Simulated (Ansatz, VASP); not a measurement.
# SrAuN2: VASP beside Ansatz

```
Sr Au N
1.0
     4.41364    0.00000    0.00000
     0.00000    4.41364    0.00000
     0.00000    0.00000    2.94966
Sr Au N
1 1 2
Direct
  0.50000 0.50000 0.00000
  0.00000 0.00000 0.00000
  0.00000 0.50000 0.50000
  0.50000 0.00000 0.50000
```

Change from the starting cell: species swapped into the TiAgHg2 type (P4/mmm, No. 123).

Alike in both runs: functional PBE; k mesh 4 × 4 × 6; occupations gaussian, width 0.1 eV; no spin polarisation.

Ansatz relaxed the structure, and its values are those at the end. VASP's run is a single point on that final structure, the one shown.

|  | VASP | Ansatz |
| --- | --- | --- |
| version | VASP 6.6.1 | Ansatz 0.2.0 |
| potentials or method | VASP PAW PBE potentials, release 64 (Sr_sv, Au, N), cutoff 520 eV | scalar-relativistic, plane waves, PAW |
| valence electrons in the cell | 31 | 39 |

|  | VASP | Ansatz | Ansatz less VASP |
| --- | --- | --- | --- |
| gap on the k mesh at the Fermi level (eV) | none | none | - |
| pressure (GPa) | 0.5 | 0.0 | -0.44 |

A gap of «none» marks a metal or a gap that the smearing closes. VASP's potentials hold 31 valence electrons a cell and Ansatz's 39, so a difference there can come from the potentials and not from the codes.

Neither program's run includes spin-orbit coupling.
